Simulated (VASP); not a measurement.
Write the native input for VASP 6.6.1 that does the following.

| Quantity | Value |
| --- | --- |
| Task | relaxation of cell and atoms |
| Functional | PBE |
| Potentials or basis | VASP PAW PBE potentials, release 64 (Be, S) |
| Cutoff | 600 eV |
| k mesh | 5 × 5 × 3 |
| Occupations | gaussian, width 0.2 eV |
| Spin | no spin polarisation |
| Dipole correction | no |
| Further INCAR settings | ALGO = Normal; EDIFF = 1e-06; IBRION = 2; EDIFFG = -0.08; NSW = 36; ISIF = 3 |

The structure of Be2S3 lies in POSCAR:

```
Be2S3
1.0
    2.4350000000     -2.4350000000      0.0000000000
    2.4350000000      2.4350000000      0.0000000000
   -1.3960355100      0.0000000000      6.2971092500
Be S
2 3
Direct
    0.4450000000      0.9450000000      0.8100000000
    0.0550000000      0.5550000000      0.1900000000
    0.3900000000      0.3900000000      0.6190000000
    0.6100000000      0.6100000000      0.3810000000
    0.0000000000      0.0000000000      0.0000000000
```

One way to write it, as run:

INCAR

```
SYSTEM = Be2S3
ALGO = Normal
EDIFF = 1E-6
EDIFFG = -0.08
ENCUT = 600
GGA = PE
IBRION = 2
ISIF = 3
ISMEAR = 0
LASPH = .TRUE.
LCHARG = .FALSE.
LREAL = .FALSE.
LWAVE = .FALSE.
NELM = 60
NSW = 36
PREC = Accurate
SIGMA = 0.2
```

KPOINTS

```
k-points
0
G
  5 5 3
  0 0 0
```

Potentials or basis: VASP PAW PBE potentials, release 64 (Be, S).

Run with:

```bash
$ cat potpaw_PBE.64/Be/POTCAR potpaw_PBE.64/S/POTCAR > POTCAR
$ mpirun -np 1 vasp_std > vasp.out
```

It gave:

The relaxed volume is 15.91 Å³/atom, the relaxed cell is a = 3.512 Å, b = 3.512 Å, c = 6.503 Å, α = 92.04°, β = 92.04°, γ = 96.69° and the space group after relaxing (to 0.1 Å) is C2 (No. 5). The energy gained by relaxing is 140.4 meV/atom and the ionic steps are 15. The pressure after relaxing is 0.0 GPa. The largest force after relaxing is 0.072 eV/Å and the band gap on the k mesh is 1.85 eV (least direct gap 2.50 eV).

Caveat: the relaxation stopped at a loose force limit of 0.08 eV/Å, so its end isn't a converged minimum.

It took 5.5 min on 1 thread of Intel(R) Xeon(R) Platinum 8259CL CPU @ 2.50GHz (Skylake/Cascade Lake), on a shared host, peak memory 0.2 GiB.
